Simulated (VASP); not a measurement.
# LiH (I4/mmm) in VASP: a series of runs, part 2 of 2

VASP 6.6.1.

## (3) Single point, PBE (strain -0.0300 x Voigt [1, 1, 0, 0, 0, 0])

File INCAR:

```
SYSTEM = LiH
  PREC = Accurate
  ENCUT = 520
  EDIFF = 1E-7
  ISMEAR = 0
  SIGMA = 0.05
  LREAL = .FALSE.
  LASPH = .TRUE.
  NELM = 100
  ALGO = Normal
  ISIF = 2
  LWAVE = .FALSE.
  LCHARG = .TRUE.
  GGA = PE
  LELF = .TRUE.
  LVHAR = .TRUE.
  NBANDS = 9
```

File KPOINTS:

```
Automatic mesh
0
G
  10 10 10
  0 0 0
```

File POSCAR:

```
LiH
1.0
    0.0000000000      1.9715250000      2.0325000000
    1.9715250000      0.0000000000      2.0325000000
    1.9715250000      1.9715250000      0.0000000000
Li H
1 1
Direct
    0.0000000000      0.0000000000      0.0000000000
    0.5000000000      0.5000000000      0.5000000000
```

Potentials or basis: VASP PAW PBE potentials, release 64 (Li_sv, H).

On the command line:

```console
> cat potpaw_PBE.64/Li_sv/POTCAR potpaw_PBE.64/H/POTCAR > POTCAR
> mpirun -np 1 vasp_std > vasp.out
```

OUTCAR:

```text
SYSTEM = LiH
   PREC = Accurate
   ENCUT = 520
   EDIFF = 1E-7
   ISMEAR = 0
   LREAL = .FALSE.
   LASPH = .TRUE.
   NELM = 100
   ISIF = 2
   GGA = PE

 ion  position               nearest neighbor table
   1  0.000  0.000  0.000-
   2  0.500  0.500  0.500-

  LATTYP: Found a body centered tetragonal cell.
 ALAT       =     2.7881573936
 C/A-ratio  =     1.4579521262

  Lattice vectors:

 A1 = (  -1.9715250000,   0.0000000000,   2.0325000000)
 A2 = (   1.9715250000,   0.0000000000,   2.0325000000)
 A3 = (   0.0000000000,   1.9715250000,  -2.0325000000)

Analysis of symmetry for initial positions (statically):
=====================================================================
 Subroutine PRICEL returns:
 Original cell was already a primitive cell.

 Routine SETGRP: Setting up the symmetry group for a
 body centered tetragonal supercell.

 Subroutine GETGRP returns: Found 16 space group operations
 (whereof 16 operations were pure point group operations)
 out of a pool of 16 trial point group operations.

The static configuration has the point symmetry D_4h.

Analysis of symmetry for dynamics (positions and initial velocities):
=====================================================================
 Subroutine PRICEL returns:
 Original cell was already a primitive cell.

 Routine SETGRP: Setting up the symmetry group for a
 body centered tetragonal supercell.

 Subroutine GETGRP returns: Found 16 space group operations
 (whereof 16 operations were pure point group operations)
 out of a pool of 16 trial point group operations.

The dynamic configuration has the point symmetry D_4h.

 Subroutine INISYM returns: Found 16 space group operations
 (whereof 16 operations are pure point group operations),
 and found     1 'primitive' translations

----------------------------------------------------------------------------------------

                                     Primitive cell

  volume of cell :      15.8003

  direct lattice vectors                    reciprocal lattice vectors
     0.000000000  1.971525000  2.032500000    -0.253610784  0.253610784  0.246002460
     1.971525000  0.000000000  2.032500000     0.253610784 -0.253610784  0.246002460
     1.971525000  1.971525000  0.000000000     0.253610784  0.253610784 -0.246002460

  length of vectors
     2.831601504  2.831601504  2.788157394     0.434918463  0.434918463  0.434918463

  position of ions in fractional coordinates (direct lattice)
     0.000000000  0.000000000  0.000000000
     0.500000000  0.500000000  0.500000000

  ion indices of the primitive-cell ions
   primitive index   ion index
                 1           1
                 2           2

----------------------------------------------------------------------------------------

 KPOINTS: Automatic mesh

Automatic generation of k-mesh.
 Grid dimensions read from file:
 generate k-points for:   10   10   10

 Generating k-lattice:

  Cartesian coordinates                     Fractional coordinates (reciprocal lattice)
    -0.025361078  0.025361078  0.024600246     0.100000000 -0.000000000  0.000000000
     0.025361078 -0.025361078  0.024600246    -0.000000000  0.100000000  0.000000000
     0.025361078  0.025361078 -0.024600246     0.000000000  0.000000000  0.100000000

  Length of vectors
     0.043491846  0.043491846  0.043491846

  Shift w.r.t. Gamma in fractional coordinates (k-lattice)
     0.000000000  0.000000000  0.000000000

 Subroutine IBZKPT returns following result:
 ===========================================

 Found    102 irreducible k-points:

 Following reciprocal coordinates:
            Coordinates               Weight
  0.000000  0.000000  0.000000      1.000000
  0.100000  0.000000  0.000000      8.000000
  0.200000  0.000000  0.000000      8.000000
  0.300000  0.000000  0.000000      8.000000
  0.400000  0.000000  0.000000      8.000000
  0.500000  0.000000  0.000000      4.000000
[... 16 lines left out ...]
  0.300000  0.300000  0.000000      2.000000
  0.400000  0.300000  0.000000      8.000000
 [... further k-points ...]
   k-points           NKPTS =    102   k-points in BZ     NKDIM =    102   number of bands    NBANDS=      9
   number of dos      NEDOS =    301   number of ions     NIONS =      2
   total plane-waves  NPLWV =  13824
   dimension x,y,z NGX =    24 NGY =   24 NGZ =   24
   dimension x,y,z NGXF=    48 NGYF=   48 NGZF=   48
   ions per type =               1   1
   NGX,Y,Z   is equivalent  to a cutoff of  14.09, 14.09, 14.31 a.u.
   NGXF,Y,Z  is equivalent  to a cutoff of  28.18, 28.18, 28.62 a.u.
 SYSTEM =  LiH
   PREC   = accura    normal or accurate (medium, high low for compatibility)
   ISTART =      0    job   : 0-new  1-cont  2-samecut
   ICHARG =      2    charge: 1-file 2-atom 10-const
   ISPIN  =      1    spin polarized calculation?
   LNONCOLLINEAR =      F non collinear calculations
   LSORBIT =      F    spin-orbit coupling
   LASPH  =      T    aspherical Exc in radial PAW
   ENCUT  =  520.0 eV  38.22 Ry    6.18 a.u.   5.26  5.26  5.18*2*pi/ulx,y,z
   NELM   =    100;   NELMIN=  2; NELMDL= -5     # of ELM steps
   EDIFF  = 0.1E-06   stopping-criterion for ELM
   LREAL  =      F    real-space projection
   EDIFFG = 0.1E-05   stopping-criterion for IOM
   NSW    =      0    number of steps for IOM
   IBRION =     -1    ionic relax: 0-MD 1-quasi-New 2-CG
   NFREE  =      0    steps in history (QN), initial steepest desc. (CG)
   ISIF   =      2    stress and relaxation
   ISYM   =      2    0-nonsym 1-usesym 2-fastsym
   POTIM  = 0.5000    time-step for ionic-motion
   TEBEG  =    0.0;   TEEND  =   0.0 temperature during run
   PSTRESS=    0.0 pullay stress
   NELECT =       4.0000    total number of electrons
   NUPDOWN=      -1.0000    fix difference up-down
   EMIN   =  10.00;   EMAX   =-10.00  energy-range for DOS
   EFERMI =   0.00;   METHOD = LEGACY
   ISMEAR =     0;   SIGMA  =   0.05  broadening in eV -4-tet -1-fermi 0-gaus
   EFERMI_NEDOS =   21; number of points for ismear=-14 and -15
   IALGO  =     38    algorithm
   IMIX   =      4    mixing-type and parameters
     AMIX     =   0.40;   BMIX     =  1.00
     AMIX_MAG =   1.60;   BMIX_MAG =  1.00
  volume/ion in A,a.u.               =       7.90        53.31
  Fermi-wavevector in a.u.,A,eV,Ry     =   1.035634  1.957065 14.592773  1.072539
  Thomas-Fermi vector in A             =   2.169987
   LORBIT       =      0    0 simple, 1 ext, 2 COOP (PROOUT), +10 PAW based schemes
   GGA     = PE    functional components
   LHFCALC =     F    Hartree Fock is set to
   AEXX    =    0.0000 exact exchange contribution
   IVDW    =     0    specifies the selected vdW correction
   LEPSILON=     F    determine dielectric tensor
   LRPA    =     F    only Hartree local field effects (RPA)
 non-spin polarized calculation
 Gauss-broadening in eV      SIGMA  =   0.05
  energy-cutoff  :      520.00
  volume of cell :       15.80
 maximum number of plane-waves:       436
 NGX is ok and might be reduce to    24
   NGX = 11   NGY = 11   NGZ = 11

 number of electron       3.9999996 magnetization

 Free energy of the ion-electron system (eV)
  ---------------------------------------------------
  ext. energy  EPLUGINS =         0.00000000
  ---------------------------------------------------
  free energy    TOTEN  =        -6.12421170 eV

  energy without entropy =       -6.12421170  energy(sigma->0) =       -6.12421170

 E-fermi :   0.5331     XC(G=0):  -8.5716

 val. band max:        0.2598978136   @ k =   0.5000   0.0000   0.5000
 cond. band min:       2.8761472225   @ k =   0.5000   0.5000   0.0000
 fundamental gap:      2.6162494089
 Fermi energy:         0.5331167447

 k-point     1 :       0.0000    0.0000    0.0000
  band No.  band energies     occupation
      1     -44.0919      2.00000
      2      -5.3237      2.00000
      3      16.4965      0.00000
      4      18.1881      0.00000
      5      18.1881      0.00000
      6      18.4437      0.00000
      7      22.9115      0.00000
      8      23.0887      0.00000
      9      23.0887      0.00000
[... 265 lines left out ...]
 k-point    24 :       0.4000    0.3000    0.0000
  band No.  band energies     occupation
      1     -44.0421      2.00000
      2      -2.2579      2.00000
      3       6.5973      0.00000
      4      10.9441      0.00000
      5      12.3891      0.00000
      6      16.8471      0.00000
      7      18.2010      0.00000
      8      29.9657      0.00000
      9      30.9786      0.00000

 [... further k-points ...]

------------------------ aborting loop because EDIFF is reached ----------------------------------------

  FORCE on cell =-STRESS in cart. coord.  units (eV):
  Direction    XX          YY          ZZ          XY          YZ          ZX
  --------------------------------------------------------------------------------------
  -------------------------------------------------------------------------------------
  Total        0.1194677      0.1194677     -0.0996420      0.0000000     -0.0000000     -0.0000000
  in kB       12.1142318     12.1142318    -10.1038781      0.0000000     -0.0000000     -0.0000000
  external PRESSURE =       4.7081952 kB  Pullay stress =       0.0000000 kB

 VOLUME and BASIS-vectors are now :
 -----------------------------------------------------------------------------
  energy-cutoff  :      520.00
  volume of cell :       15.80
      direct lattice vectors                 reciprocal lattice vectors
     0.000000000  1.971525000  2.032500000    -0.253610784  0.253610784  0.246002460
     1.971525000  0.000000000  2.032500000     0.253610784 -0.253610784  0.246002460
     1.971525000  1.971525000  0.000000000     0.253610784  0.253610784 -0.246002460

 POSITION                                       TOTAL-FORCE (eV/Angst)
 -----------------------------------------------------------------------------------
      0.00000      0.00000      0.00000        -0.000000      0.000000      0.000000
      1.97152      1.97152      2.03250         0.000000     -0.000000     -0.000000
 -----------------------------------------------------------------------------------
    total drift:                                0.000000     -0.000000     -0.000000

  FREE ENERGIE OF THE ION-ELECTRON SYSTEM (eV)
  ---------------------------------------------------
  free  energy   TOTEN  =        -6.1242117042 eV

  energy  without entropy=       -6.1242117042  energy(sigma->0) =       -6.12421170
```

It took 5.4 s on 1 thread of Intel Xeon 6975P-C (Granite Rapids), shared host; peak memory 0.14 GiB.

What came out:

* Free energy: -6.1242 eV
* Band gap on the k mesh: 2.62 eV (least direct gap 2.85 eV)

Levels at points of the mesh, in eV from the valence-band top:
| k point | band 1 | band 2 | band 3 | band 4 | band 5 | band 6 |
| --- | --- | --- | --- | --- | --- | --- |
| (0.00, 0.00, 0.00) | -44.35 | -5.58 | 16.24 | 17.93 | 17.93 | 18.18 |
| (0.50, 0.00, 0.00) | -44.30 | -2.76 | 4.89 | 13.68 | 16.38 | 16.90 |
| (0.50, 0.50, 0.00) | -44.29 | -0.24 | 2.62 | 11.16 | 11.16 | 14.34 |
| (0.50, 0.00, 0.50) | -44.29 | 0.00 | 3.03 | 10.54 | 10.81 | 13.87 |

Caveat: the cell differs from its parent crystal (strain -0.0300 x Voigt [1, 1, 0, 0, 0, 0]); the cutoff is under 1.25 times the usual one of these potentials, so pressure, stress and relaxed cells hold a basis-set (Pulay) error. A k mesh can miss the band edges.

## (4) Single point, PBE (strain -0.0100 x Voigt [1, 1, 0, 0, 0, 0])

File INCAR:

```
SYSTEM = LiH
PREC = Accurate
ENCUT = 520
EDIFF = 1E-7
ISMEAR = 0
SIGMA = 0.05
LREAL = .FALSE.
LASPH = .TRUE.
NELM = 60
ALGO = Normal
ISIF = 2
LWAVE = .FALSE.
LCHARG = .TRUE.
GGA = PE
LELF = .TRUE.
LVHAR = .TRUE.
NBANDS = 9
```

KPOINTS is that of step 3.

File POSCAR:

```
LiH
1.0
    0.0000000000      2.0121750000      2.0325000000
    2.0121750000      0.0000000000      2.0325000000
    2.0121750000      2.0121750000      0.0000000000
Li H
1 1
Direct
    0.0000000000      0.0000000000      0.0000000000
    0.5000000000      0.5000000000      0.5000000000
```

On the command line:

```console
> cat potpaw_PBE.64/Li_sv/POTCAR potpaw_PBE.64/H/POTCAR > POTCAR
> mpirun -np 1 vasp_std > vasp.out
```

It took 5.7 s on 1 thread of Intel Xeon 6975P-C (Granite Rapids), shared host; peak memory 0.14 GiB.

It converged, with:

```
Free energy            : -6.1259 eV
Band gap on the k mesh : 2.88 eV (least direct gap 2.96 eV)
```

Levels at points of the mesh, in eV from the valence-band top:
| k point | band 1 | band 2 | band 3 | band 4 | band 5 | band 6 | band 7 |
| --- | --- | --- | --- | --- | --- | --- | --- |
| (0.00, 0.00, 0.00) | -44.34 | -5.38 | 15.78 | 17.62 | 17.62 | 17.70 | 22.28 |
| (0.50, 0.00, 0.00) | -44.29 | -2.59 | 4.84 | 13.44 | 16.19 | 16.37 | 18.72 |
| (0.50, 0.50, 0.00) | -44.28 | -0.08 | 2.88 | 10.79 | 10.79 | 13.92 | 17.00 |
| (0.50, 0.00, 0.50) | -44.28 | 0.00 | 3.01 | 10.59 | 10.67 | 13.77 | 16.92 |

Caveat: the cell differs from its parent crystal (strain -0.0100 x Voigt [1, 1, 0, 0, 0, 0]); the cutoff is under 1.25 times the usual one of these potentials, so pressure, stress and relaxed cells hold a basis-set (Pulay) error. A k mesh can miss the band edges.

## (5) Overview

```tsv
cell	gap on the mesh (eV)
a = 2.846, b = 2.846, c = 2.817 Å, angles 60.3, 60.3, 59.3°, 2 atoms	2.75
a = 2.832, b = 2.832, c = 2.788 Å, angles 60.5, 60.5, 59.0°, 2 atoms	2.62
a = 2.860, b = 2.860, c = 2.846 Å, angles 60.2, 60.2, 59.7°, 2 atoms	2.88
```

Alike in all rows: task single point; level PBE; potentials or basis VASP PAW PBE potentials, release 64 (Li_sv, H); no spin polarisation; k mesh 10 × 10 × 10; cutoff (eV) 520; smearing gaussian 0.05 eV.

Caveats: the cutoff is under 1.25 times the usual one of these potentials, so pressure, stress and relaxed cells hold a basis-set (Pulay) error.

Total energies depend on the potentials used, so only differences within one code and one set of settings carry meaning.
